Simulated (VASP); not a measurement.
# Bi2Te3 (R3m) in VASP: notebook

Bi2Te3 is run at these levels: PBE; tasks: electric field gradients.

Everything below comes from runs of VASP 6.6.1. Logs are shortened: lines on timing, memory, paths and dates and some standing lists are left out, and cuts for length are marked.

**1. The cell of the first run**

Symmetry: R3m, No. 160, trigonal system. The conventional cell has a = 4.417 Å, b = 4.417 Å, c = 30.138 Å, α = 90.00°, β = 90.00°, γ = 120.00°. Within 4.0 Å of Bi (site symmetry 3m) lie 3 Te at 3.04 Å and 3 Bi at 3.44 Å. Within 4.3 Å of Bi (site symmetry 3m) lie 3 Te at 3.28 Å and 3 Bi at 3.44 Å. Te (site symmetry 3m) has 6 Te at 3.05 to 3.46 Å within 4.0 Å. Within 4.0 Å of Te (site symmetry 3m) lie 3 Bi at 3.04 Å and 3 Te at 3.46 Å. Te (site symmetry 3m) has 3 Te at 3.05 Å and 3 Bi at 3.28 Å within 4.0 Å.

**2. Electric field gradients, PBE (zz strain of +1 %)**

Input file INCAR:

```
  PREC = Accurate
  ENCUT = 520
  EDIFF = 1E-8
  ISMEAR = -1
  SIGMA = 0.08
  LREAL = False
  LASPH = True
  NELM = 80
  ALGO = Normal
  ISIF = 2
  LWAVE = False
  LCHARG = False
  GGA = PE
  LEFG = True
  NBANDS = 32
```

Input file KPOINTS:

```
regular mesh
0
Gamma
  8 8 8
```

Input file POSCAR:

```
Bi2Te3
1.0
    2.2085012539      1.2750787934     10.0461367000
   -2.2085012539      1.2750787934     10.0461367000
    0.0000000000     -2.5501575869     10.0461367000
Bi Te
2 3
Direct
    0.8120000000      0.8120000000      0.8120000000
    0.4020000000      0.4020000000      0.4020000000
    0.6110000000      0.6110000000      0.6110000000
    0.2000000000      0.2000000000      0.2000000000
    0.0000000000      0.0000000000      0.0000000000
```

Potentials or basis: VASP PAW PBE potentials, release 64 (Bi_d, Te).

The run is started by

```console
$ cat potpaw_PBE.64/Bi_d/POTCAR potpaw_PBE.64/Te/POTCAR > POTCAR
$ mpirun -np 1 vasp_std > vasp.out
```

OUTCAR:

```text
PREC = Accurate
   ENCUT = 520
   EDIFF = 1E-8
   ISMEAR = -1
   LREAL = False
   LASPH = True
   NELM = 80
   ISIF = 2
   GGA = PE

 ion  position               nearest neighbor table
   1  0.812  0.812  0.812-   4 3.04   4 3.04   4 3.04   2 3.44   2 3.44   2 3.44
   2  0.402  0.402  0.402-   5 3.28   5 3.28   5 3.28   1 3.44   1 3.44   1 3.44
   3  0.611  0.611  0.611-   5 3.05   5 3.05   5 3.05   4 3.46   4 3.46   4 3.46
   4  0.200  0.200  0.200-   1 3.04   1 3.04   1 3.04   3 3.46   3 3.46   3 3.46
   5  0.000  0.000  0.000-   3 3.05   3 3.05   3 3.05   2 3.28   2 3.28   2 3.28

  LATTYP: Found a trigonal (rhomboedric) cell.
 ALAT       =    10.3647559698
 COS(alpha) =     0.9091955498

  Lattice vectors:

 A1 = (   2.2085012539,   1.2750787934,  10.0461367000)
 A2 = (  -2.2085012539,   1.2750787934,  10.0461367000)
 A3 = (   0.0000000000,  -2.5501575869,  10.0461367000)

Analysis of symmetry for initial positions (statically):
=====================================================================
 Subroutine PRICEL returns:
 Original cell was already a primitive cell.

 Routine SETGRP: Setting up the symmetry group for a
 trigonal (rhombohedral) supercell.

 Subroutine GETGRP returns: Found  6 space group operations
 (whereof  6 operations were pure point group operations)
 out of a pool of 12 trial point group operations.

The static configuration has the point symmetry C_3v.

Analysis of symmetry for dynamics (positions and initial velocities):
=====================================================================
 Subroutine PRICEL returns:
 Original cell was already a primitive cell.

 Routine SETGRP: Setting up the symmetry group for a
 trigonal (rhombohedral) supercell.

 Subroutine GETGRP returns: Found  6 space group operations
 (whereof  6 operations were pure point group operations)
 out of a pool of 12 trial point group operations.

The dynamic configuration has the point symmetry C_3v.

 Subroutine INISYM returns: Found  6 space group operations
 (whereof  6 operations are pure point group operations),
 and found     1 'primitive' translations

----------------------------------------------------------------------------------------

                                     Primitive cell

  volume of cell :     169.7403

  direct lattice vectors                    reciprocal lattice vectors
     2.208501254  1.275078793 10.046136700     0.226397879  0.130710876  0.033180251
    -2.208501254  1.275078793 10.046136700    -0.226397879  0.130710876  0.033180251
     0.000000000 -2.550157587 10.046136700     0.000000000 -0.261421753  0.033180251

  length of vectors
    10.364755970 10.364755970 10.364755970     0.263518997  0.263518997  0.263518997

  position of ions in fractional coordinates (direct lattice)
     0.812000000  0.812000000  0.812000000
     0.402000000  0.402000000  0.402000000
     0.611000000  0.611000000  0.611000000
     0.200000000  0.200000000  0.200000000
     0.000000000  0.000000000  0.000000000

  ion indices of the primitive-cell ions
   primitive index   ion index
                 1           1
                 2           2
                 3           3
                 4           4
                 5           5

----------------------------------------------------------------------------------------

 KPOINTS: regular mesh

Automatic generation of k-mesh.
 Grid dimensions read from file:
 generate k-points for:    8    8    8

 Generating k-lattice:

  Cartesian coordinates                     Fractional coordinates (reciprocal lattice)
[... 41 lines left out ...]
 [... further k-points ...]
   k-points           NKPTS =     65   k-points in BZ     NKDIM =     65   number of bands    NBANDS=     32
   number of dos      NEDOS =    301   number of ions     NIONS =      5
   total plane-waves  NPLWV = 512000
   dimension x,y,z NGX =    80 NGY =   80 NGZ =   80
   dimension x,y,z NGXF=   160 NGYF=  160 NGZF=  160
   ions per type =               2   3
   NGX,Y,Z   is equivalent  to a cutoff of  12.83, 12.83, 12.83 a.u.
   NGXF,Y,Z  is equivalent  to a cutoff of  25.66, 25.66, 25.66 a.u.
 SYSTEM =  unknown system
   PREC   = accura    normal or accurate (medium, high low for compatibility)
   ISTART =      0    job   : 0-new  1-cont  2-samecut
   ICHARG =      2    charge: 1-file 2-atom 10-const
   ISPIN  =      1    spin polarized calculation?
   LNONCOLLINEAR =      F non collinear calculations
   LSORBIT =      F    spin-orbit coupling
   LASPH  =      T    aspherical Exc in radial PAW
   ENCUT  =  520.0 eV  38.22 Ry    6.18 a.u.  19.27 19.27 19.27*2*pi/ulx,y,z
   NELM   =     80;   NELMIN=  2; NELMDL= -5     # of ELM steps
   EDIFF  = 0.1E-07   stopping-criterion for ELM
   LREAL  =      F    real-space projection
   EDIFFG = 0.1E-06   stopping-criterion for IOM
   NSW    =      0    number of steps for IOM
   IBRION =     -1    ionic relax: 0-MD 1-quasi-New 2-CG
   NFREE  =      0    steps in history (QN), initial steepest desc. (CG)
   ISIF   =      2    stress and relaxation
   ISYM   =      2    0-nonsym 1-usesym 2-fastsym
   POTIM  = 0.5000    time-step for ionic-motion
   TEBEG  =    0.0;   TEEND  =   0.0 temperature during run
   PSTRESS=    0.0 pullay stress
   NELECT =      48.0000    total number of electrons
   NUPDOWN=      -1.0000    fix difference up-down
   EMIN   =  10.00;   EMAX   =-10.00  energy-range for DOS
   EFERMI =   0.00;   METHOD = LEGACY
   ISMEAR =    -1;   SIGMA  =   0.08  broadening in eV -4-tet -1-fermi 0-gaus
   EFERMI_NEDOS =   21; number of points for ismear=-14 and -15
   IALGO  =     38    algorithm
   IMIX   =      4    mixing-type and parameters
     AMIX     =   0.40;   BMIX     =  1.00
     AMIX_MAG =   1.60;   BMIX_MAG =  1.00
  volume/ion in A,a.u.               =      33.95       229.09
  Fermi-wavevector in a.u.,A,eV,Ry     =   1.074551  2.030606 15.710092  1.154659
  Thomas-Fermi vector in A             =   2.210382
   LORBIT       =      0    0 simple, 1 ext, 2 COOP (PROOUT), +10 PAW based schemes
   GGA     = PE    functional components
   LHFCALC =     F    Hartree Fock is set to
   AEXX    =    0.0000 exact exchange contribution
   IVDW    =     0    specifies the selected vdW correction
   LEPSILON=     F    determine dielectric tensor
   LRPA    =     F    only Hartree local field effects (RPA)
 non-spin polarized calculation
  energy-cutoff  :      520.00
  volume of cell :      169.74
 maximum number of plane-waves:      4612
 NGX is ok and might be reduce to    80
   NGX = 39   NGY = 39   NGZ = 39

 number of electron      48.0000004 magnetization

 Free energy of the ion-electron system (eV)
  ---------------------------------------------------
  ext. energy  EPLUGINS =         0.00000000
  ---------------------------------------------------
  free energy    TOTEN  =       -16.92738013 eV

  energy without entropy =      -16.89312242  energy(sigma->0) =      -16.91025128

 E-fermi :   6.3469     XC(G=0):  -9.3594

 val. band max:        6.3297533546   @ k =   0.5000   0.5000   0.3750
 cond. band min:       6.3657502514   @ k =  -0.1250   0.1250   0.0000
 fundamental gap:      0.0359968968
 Fermi energy:         6.3468638263

 k-point     1 :       0.0000    0.0000    0.0000
  band No.  band energies     occupation
      1     -16.8121      2.00000
      2     -16.8121      2.00000
      3     -16.7863      2.00000
      4     -16.7863      2.00000
      5     -16.7814      2.00000
      6     -16.2152      2.00000
[... 829 lines left out ...]
     31      10.1064      0.00000
     32      11.3601      0.00000

 [... further k-points ...]
[... 5 lines left out ...]
  --------------------------------------------------------------------------------------
  -------------------------------------------------------------------------------------
  Total        1.5814559      1.5814559      0.3794378      0.0000000     -0.0000000      0.0000000
  in kB       14.9273479     14.9273479      3.5815102      0.0000000     -0.0000000      0.0000000
  external PRESSURE =      11.1454020 kB  Pullay stress =       0.0000000 kB

 VOLUME and BASIS-vectors are now :
 -----------------------------------------------------------------------------
  energy-cutoff  :      520.00
  volume of cell :      169.74
      direct lattice vectors                 reciprocal lattice vectors
     2.208501254  1.275078793 10.046136700     0.226397879  0.130710876  0.033180251
    -2.208501254  1.275078793 10.046136700    -0.226397879  0.130710876  0.033180251
     0.000000000 -2.550157587 10.046136700     0.000000000 -0.261421753  0.033180251

 POSITION                                       TOTAL-FORCE (eV/Angst)
 -----------------------------------------------------------------------------------
      0.00000     -0.00000     24.47239         0.000000      0.000000     -0.811494
      0.00000     -0.00000     12.11564         0.000000      0.000000     -0.457979
      0.00000     -0.00000     18.41457         0.000000      0.000000     -0.666264
      0.00000     -0.00000      6.02768         0.000000     -0.000000      0.739436
      0.00000      0.00000      0.00000         0.000000     -0.000000      1.196302
 -----------------------------------------------------------------------------------
    total drift:                               -0.000000     -0.000000      0.001001

  FREE ENERGIE OF THE ION-ELECTRON SYSTEM (eV)
  ---------------------------------------------------
  free  energy   TOTEN  =       -16.9273801340 eV

  energy  without entropy=      -16.8931224177  energy(sigma->0) =      -16.91025128

 Electric field gradients (V/A^2)
---------------------------------------------------------------------
 ion       V_xx      V_yy      V_zz      V_xy      V_xz      V_yz
---------------------------------------------------------------------
   1      22.921    22.921   -45.842     0.000     0.000     0.000
   2      -1.855    -1.855     3.711     0.000     0.000     0.000
   3      -8.246    -8.246    16.492    -0.000    -0.000     0.000
   4     -10.456   -10.456    20.912    -0.000    -0.000     0.000
   5     -16.686   -16.686    33.371     0.000    -0.000     0.000
---------------------------------------------------------------------

 Electric field gradients after diagonalization (V/A^2)
 (convention: |V_zz| > |V_xx| > |V_yy|)
----------------------------------------------------------------------
 ion       V_xx      V_yy      V_zz     asymmetry (V_yy - V_xx)/ V_zz
----------------------------------------------------------------------
   1      22.921    22.921   -45.842       0.000
   2      -1.855    -1.855     3.711       0.000
   3      -8.246    -8.246    16.492       0.000
   4     -10.456   -10.456    20.912       0.000
   5     -16.686   -16.686    33.371       0.000
----------------------------------------------------------------------

           NMR quadrupolar parameters

 Cq : quadrupolar parameter    Cq=e*Q*V_zz/h
 eta: asymmetry parameters     (V_yy - V_xx)/ V_zz
 Q  : nuclear electric quadrupole moment in mb (millibarn)
----------------------------------------------------------------------
 ion       Cq(MHz)       eta       Q (mb)
----------------------------------------------------------------------
   1      -0.111       0.000       1.000
   2       0.009       0.000       1.000
   3       0.040       0.000       1.000
   4       0.051       0.000       1.000
   5       0.081       0.000       1.000
----------------------------------------------------------------------
```

Run time: 28 min. Hardware: 1 thread of Intel Xeon 6975P-C (Granite Rapids), shared host; peak memory 1.1 GiB.

What came out:

- Free energy: -16.9274 eV
- Pressure: 1.1 GPa
- Largest force: 1.196 eV/Å
- Band gap on the k mesh: zero (band 24 reaches 6.37 eV, above the bottom of band 25 at 6.21 eV)

Forces on the atoms (eV/Å):
```
Bi   0.000  0.000 -0.811
Bi   0.000  0.000 -0.458
Te   0.000  0.000 -0.666
Te   0.000  0.000  0.739
Te   0.000  0.000  1.196
```

Levels at points of the mesh, in eV from the Fermi level:
```tsv
k point	band 21	band 22	band 23	band 24	band 25	band 26	band 27	band 28
(0.00, 0.00, 0.00)	-2.08	-0.45	-0.43	-0.43	-0.07	0.32	0.32	2.10
(0.50, 0.00, 0.00)	-3.18	-2.20	-0.31	-0.27	-0.14	0.45	2.41	2.67
(0.50, 0.50, 0.00)	-2.29	-1.82	-1.05	-0.56	0.29	1.11	1.70	2.44
(0.50, 0.50, 0.50)	-1.79	-0.89	-0.66	-0.66	0.43	0.86	0.86	1.64
```

Electric field gradients, principal values (V/Å²):
| atom | least | middle | greatest (by size) |
| --- | --- | --- | --- |
| 1 Bi | 22.921 | 22.921 | -45.842 |
| 2 Bi | -1.855 | -1.855 | 3.711 |
| 3 Te | -8.246 | -8.246 | 16.492 |
| 4 Te | -10.456 | -10.456 | 20.912 |
| 5 Te | -16.686 | -16.686 | 33.371 |

Caveat: the cell differs from its parent crystal (zz strain of +1 %); without QUAD_EFG the Cq values of the log hold for a quadrupole moment of 1 mb, not for the nuclei; spin-orbit coupling is left out, which moves the levels of the heavy elements; forces of over 1 eV/Å act on the atoms, so gaps and moduli don't describe the material at rest.

(Continued in part 2 of 2.)
